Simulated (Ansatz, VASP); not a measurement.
Te in VASP and in Ansatz

File INCAR:

```
PREC     = Accurate       # precision mode
ENCUT    = 520            # plane-wave cutoff, eV
EDIFF    = 1E-6           # SCF threshold, eV
ISMEAR   = -1             # smearing method
SIGMA    = 0.1            # smearing width, eV
LREAL    = False          # projectors in reciprocal space
LASPH    = True           # aspherical terms in the spheres
NELM     = 80             # most SCF steps
ALGO     = Normal         # electronic algorithm
ISIF     = 2              # what is computed and relaxed
LWAVE    = False          # write WAVECAR
LCHARG   = False          # write CHGCAR
GGA      = PS             # functional
NBANDS   = 13             # bands
```

File KPOINTS:

```
regular mesh
0
Gamma
  11 11 8
```

POSCAR

```
Te
1.0
    4.0175401432      0.0000000000      0.0000000000
   -2.0087700716      3.4792918248      0.0000000000
    0.0000000000      0.0000000000      4.5382453034
Te
2
Direct
    0.3333333333      0.6666666667      0.2500000000
    0.6666666667      0.3333333333      0.7500000000
```

Input for Ansatz:

```yaml
crystal:
  lattice:
    - [4.0175401432, 0.0, 0.0]
    - [-2.0087700716, 3.4792918248, 0.0]
    - [0.0, 0.0, 4.5382453034]
  atoms:
    - { symbol: Te, position: [0.3333333333, 0.6666666667, 0.25] }
    - { symbol: Te, position: [0.6666666667, 0.3333333333, 0.75] }
hamiltonian:
  xc: pbesol
  pseudopotentials:
    kind: paw
    azcp:
      Te: "pseudopotentials/Te.paw.azcp"
basis:
  ecutwfc: 420
  fft_grid_basis: typed
kpoints:
  mp_grid: { grid: [11, 11, 8], shift: [0, 0, 0] }
magnetization:
  spin_polarized: false
scf:
  occupations: { method: fermi_dirac, width: 0.1 }
  lower_state_search: "off"
output:
  stress: true
```

Alike in both runs: task single point; functional PBEsol; k mesh 11 × 11 × 8; occupations fermi-dirac, width 0.1 eV; no spin polarisation.

```csv
,VASP,Ansatz
version,VASP 6.6.1,Ansatz 0.2.0
potentials or method,"VASP PAW PBE potentials, release 64 (Te), cutoff 520 eV","plane waves (420 eV) with PAW, scalar-relativistic"
valence electrons in the cell,12,32
```

```tsv
	VASP	Ansatz	Ansatz less VASP
pressure (GPa)	-3.8	-3.8	0.00
traceless stress, the component that is largest in VASP (GPa)	-1.92	-1.94	-0.018
```

VASP's potentials were made for PBE, not for PBEsol, and Ansatz warns of the same on its side. VASP's potentials hold 12 valence electrons a cell and Ansatz's 32, so a difference there can come from the potentials and not from the codes.

Spin-orbit coupling is off throughout.
